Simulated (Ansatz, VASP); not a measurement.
One calculation of CoSn, two programs

```
Co Sn
1.0
     5.42850    0.00000    0.00000
    -2.71425    4.70122    0.00000
     0.00000    0.00000    4.33521
Co Sn
3 3
Direct
  0.00000 0.50000 0.00000
  0.50000 0.50000 0.00000
  0.50000 0.00000 0.00000
  0.66667 0.33333 0.50000
  0.33333 0.66667 0.50000
  0.00000 0.00000 0.00000
```

Change from the starting cell: equal strain along all axes, cell held, atoms relaxed: +4.0 %.

Alike in both runs: task single point; functional PBEsol; k mesh 12 × 12 × 8; occupations gaussian, width 0.1 eV; no spin polarisation.

|  | VASP | Ansatz |
| --- | --- | --- |
| version | VASP 6.6.1 | Ansatz 0.2.0 |
| potentials or method | VASP PAW PBE potentials, release 64 (Co, Sn_d), cutoff 520 eV | scalar-relativistic, plane waves, PAW |
| valence electrons in the cell | 69 | 93 |

Ansatz gave:

| Quantity | Value |
| --- | --- |
| gap on the k mesh at the Fermi level (eV) | none |
| pressure (GPa) | -12.9 |
| traceless stress, the component that is largest in VASP (GPa) | 0.00 |

What did VASP give for the same quantities?

gap on the k mesh at the Fermi level (eV): none; pressure (GPa): -12.9; traceless stress, the component that is largest in VASP (GPa): -0.06.

VASP's potentials were made for PBE, not for PBEsol. A gap of «none» marks a metal or a gap that the smearing closes. VASP's potentials hold 69 valence electrons a cell and Ansatz's 93, so a difference there can come from the potentials and not from the codes.
